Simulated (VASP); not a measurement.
## Sn: single point with PBEsol

Sn:

```
CELL_PARAMETERS angstrom
-2.94014 2.94014 1.59930
2.94014 -2.94014 1.59930
2.94014 2.94014 -1.59930
ATOMIC_POSITIONS crystal
Sn 0.00000 0.00000 0.00000
Sn 0.75000 0.25000 0.50000
```

| Quantity | Value |
| --- | --- |
| Program | VASP 6.6.1 |
| Task | single point |
| Functional | PBEsol |
| Potentials or basis | VASP PAW PBE potentials, release 64 (Sn_d) |
| Cutoff | 520 eV |
| k mesh | 7 × 7 × 7 |
| Occupations | fermi-dirac, width 0.05 eV |
| Spin | non-collinear spin, zero start, spin-orbit coupling |
| Starting moments | [[0.0, 0.0, 0.0], [0.0, 0.0, 0.0]] μB |
| Dipole correction | no |
| Further INCAR settings | ALGO = Fast; EDIFF = 1e-06; NBANDS = 40 |

| Item | Value |
| --- | --- |
| Pressure | -1.7 GPa |
| Net moment | 0.00 μB per cell |
| Valence electrons inside the program's atomic spheres | Sn 12.21 |

Stress tensor (GPa, compression positive):
```
-1.93  0.00  0.00
 0.00 -1.93  0.00
 0.00  0.00 -1.28
```

Moments on the atoms (μB; x, y, z):
```
Sn  0.00 0.00 0.00
Sn  0.00 0.00 0.00
```

Wall time 5.7 min on 1 thread of Intel(R) Xeon(R) Platinum 8375C CPU @ 2.90GHz (Ice Lake), with other jobs on the host, peak memory 0.43 GiB.

Caveat: the PAW data sets were made with another functional, which shifts forces and pressure a little.
